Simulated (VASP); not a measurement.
Wanted: the native input for a VASP 6.6.1 run.

```
Task                   : single point
Functional             : PBEsol
Potentials or basis    : VASP PAW PBE potentials, release 64 (Ti_sv, H)
Cutoff                 : 520 eV
k mesh                 : 14 × 14 × 10
Occupations            : gaussian, width 0.1 eV
Spin                   : no spin polarisation
Dipole correction      : no
Further INCAR settings : ALGO = Normal; EDIFF = 1e-06; NBANDS = 21
```

The structure of TiH lies in POSCAR:

```
TiH
1.0
    1.9786122594      1.9786122594      0.0000000000
   -1.9786122594      1.9786122594      0.0000000000
    0.0000000000      0.0000000000      4.4926140632
Ti H
2 2
Direct
    0.0000000000      0.0000000000      0.0000000000
    0.5000000000      0.5000000000      0.5000000000
    0.5000000000      0.5000000000      0.0000000000
    0.0000000000      0.0000000000      0.5000000000
```

This cell differs from its parent crystal: biaxial strain in the a-b plane: -4.5 %, then relaxed in part.

These files were run (other wordings do the same):

INCAR

```
  ALGO = Normal
  EDIFF = 1E-6
  ENCUT = 520
  GGA = PS
  ISIF = 2
  ISMEAR = 0
  LASPH = True
  LCHARG = False
  LREAL = False
  LWAVE = False
  NBANDS = 21
  NELM = 60
  PREC = Accurate
  SIGMA = 0.1
```

KPOINTS

```
k-points
0
Gamma
  14 14 10
```

Potentials or basis: VASP PAW PBE potentials, release 64 (Ti_sv, H).

Launch:

```sh
$ cat potpaw_PBE.64/Ti_sv/POTCAR potpaw_PBE.64/H/POTCAR > POTCAR
$ mpirun -np 1 vasp_std > vasp.out
```

It gave:

```yaml
Pressure: 1.8 GPa
Band_gap_on_the_k_mesh: zero (bands 13 and 14 overlap by 3.73 eV)
```

Caveat: the cell differs from its parent crystal (biaxial strain in the a-b plane: -4.5 %, then relaxed in part); the PAW data sets were made with another functional, which shifts forces and pressure a little.

Run time: 110 s on 1 thread of AMD EPYC 7R13 Processor (Zen 3), on a shared host, peak memory 0.23 GiB.
